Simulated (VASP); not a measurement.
Al, 2 atoms in the cell. It takes space group I4/mmm (No. 139, tetragonal). The conventional cell has a = 3.440 Å, b = 3.440 Å, c = 6.370 Å, α = 90.00°, β = 90.00°, γ = 90.00°. Within 3.2 Å of Al (site symmetry 4mm) lie 5 Al at 2.42 to 2.55 Å. The cell was built from a structure type or drawn by symmetry, and may not be a known phase.

```yaml
Program: VASP 6.6.1
Task: single point
Functional: PBE
Potentials_or_basis: VASP PAW PBE potentials, release 64 (Al)
Cutoff: 520 eV
k_mesh: 8 × 8 × 8
Occupations: gaussian, width 0.1 eV
Spin: no spin polarisation
Dipole_correction: no
Further_INCAR_settings: ALGO = Fast; EDIFF = 1e-07; NBANDS = 10
```

Potentials or basis: VASP PAW PBE potentials, release 64 (Al).

Launch:

```console
$ cat potpaw_PBE.64/Al/POTCAR > POTCAR
$ mpirun -np 1 vasp_std > vasp.out
```

Hardware: 1 thread of Intel(R) Xeon(R) Platinum 8375C CPU @ 2.90GHz (Ice Lake), on a shared host.

Problem. Estimate the wall time of this run.

Solution. Run time: 26 s on 1 thread of Intel(R) Xeon(R) Platinum 8375C CPU @ 2.90GHz (Ice Lake), on a shared host, peak memory 0.16 GiB. Counts: scf iterations 14, k points 59.
